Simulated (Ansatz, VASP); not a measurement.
**BaF2 in VASP and in Ansatz**

```xyz
3
Lattice="0.0000 3.1129 3.1129 3.1129 0.0000 3.1129 3.1129 3.1129 0.0000" Properties=species:S:1:pos:R:3 pbc="T T T"
Ba    0.0000    0.0000    0.0000
F     1.5564    1.5564    1.5564
F     4.6693    4.6693    4.6693
```

Alike in both runs: task relaxation of cell and atoms; functional PBE; k mesh 6 × 6 × 6; occupations gaussian, width 0.02 eV; no spin polarisation.

```csv
,VASP,Ansatz
version,VASP 6.6.1,Ansatz 0.2.0
potentials or method,"VASP PAW PBE potentials, release 64 (Ba_sv, F_h), cutoff 1350 eV","scalar-relativistic, plane waves, PAW"
valence electrons in the cell,24,24
```

|  | VASP | Ansatz | Ansatz less VASP |
| --- | --- | --- | --- |
| gap on the k mesh at the Fermi level, each at its own relaxed structure (eV) | 6.62 | 6.75 | +0.135 |
| relaxed volume (Å³/atom) | 20.61 | 20.29 | -0.321 |
| relaxed length of the cell vector where the two differ most in proportion (Å) | 4.439 | 4.416 | -0.0231 |

Neither program's run includes spin-orbit coupling.
